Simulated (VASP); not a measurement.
## Pt: single point with PBE0

The system is Pt.

```
Pt
1.0
     0.00000    1.97389    1.97389
     1.97389    0.00000    1.97389
     1.97389    1.97389    0.00000
Pt
1
Direct
  0.00000 0.00000 0.00000
```

```yaml
Program: VASP 6.6.1
Task: single point
Functional: PBE0
Potentials_or_basis: VASP PAW PBE potentials, release 64 (Pt_sv_GW)
Cutoff: 430 eV
k_mesh: 8 × 8 × 8
Occupations: fermi-dirac, width 0.05 eV
Spin: no spin polarisation
```

```json
{"Pressure": "-7.4 GPa", "Band gap on the k mesh": "zero (bands 9 and 10 overlap by 3.63 eV)"}
```

Levels at points of the mesh, in eV from the Fermi level:
```tsv
k point	band 6	band 7	band 8	band 9	band 10	band 11	band 12	band 13
(0.00, 0.00, 0.00)	-4.47	-4.47	-4.47	-2.40	-2.40	16.50	21.58	21.58
(0.50, 0.00, 0.00)	-4.63	-4.63	-0.20	0.40	0.40	7.51	16.05	21.01
(0.50, 0.50, 0.00)	-7.45	-0.55	1.10	1.10	2.79	10.73	13.21	13.21
```

Wall time 57 min on 1 thread of Intel(R) Xeon(R) Platinum 8488C (Sapphire Rapids), on a shared host, peak memory 0.14 GiB.

Caveat: the cell stands under tension; the PAW data sets were made with another functional, which shifts forces and pressure a little; spin-orbit coupling is left out, which moves the levels of the heavy elements.
